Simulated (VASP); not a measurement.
Wanted: the native input for a VASP 6.6.1 run.

```
Task                   : single point
Functional             : PBEsol
Dispersion             : D4
Potentials or basis    : VASP PAW PBE potentials, release 64 (Te, Cd)
Cutoff                 : 520 eV
k mesh                 : 7 × 7 × 7
Occupations            : methfessel-paxton, width 0.01 eV
Spin                   : collinear spin
Starting moments       : [1.0, 0.0] μB
Fixed moment           : 1 μB
Dipole correction      : no
Further INCAR settings : ALGO = Normal; EDIFF = 1e-06; NBANDS = 20
```

The structure of CdTe lies in POSCAR:

```
CdTe
1.0
    0.0000000000      3.2678590959      3.2678590959
    3.2678590959      0.0000000000      3.2678590959
    3.2678590959      3.2678590959      0.0000000000
Te Cd
1 1
Direct
    0.7500000000      0.7500000000      0.7500000000
    0.0000000000      0.0000000000      0.0000000000
```

The input as run:

INCAR

```
SYSTEM = CdTe
PREC = Accurate
ENCUT = 520
EDIFF = 1E-6
ISMEAR = 1
SIGMA = 0.01
LREAL = .False.
LASPH = .True.
NELM = 150
ALGO = Normal
ISIF = 2
LWAVE = .False.
LCHARG = .False.
ISPIN = 2
MAGMOM = 1 0
LORBIT = 11
NUPDOWN = 1.0
GGA = PS
IVDW = 13
NBANDS = 20
```

KPOINTS

```
regular mesh
0
Gamma
  7 7 7
  0 0 0
```

Potentials or basis: VASP PAW PBE potentials, release 64 (Te, Cd).

Command:

```bash
$ cat potpaw_PBE.64/Te/POTCAR potpaw_PBE.64/Cd/POTCAR > POTCAR
$ mpirun -np 1 vasp_std > vasp.out
```

Results of the run:

| Property | Result |
| --- | --- |
| Pressure | 1.5 GPa |
| Net moment | 1.00 μB per cell |
| Site moments | Te +0.35; Cd +0.16 μB |
| Valence electrons inside the program's atomic spheres | Te 3.36; Cd 10.34 |
| Dispersion energy per atom | -0.209 eV |

Caveat: the PAW data sets were made with another functional, which shifts forces and pressure a little; the total moment is fixed, so each spin has its own Fermi level and the state may be an excited one.

Wall time 95 s on 1 thread of Intel Xeon 8259CL, with other jobs on the host, peak memory 0.26 GiB.
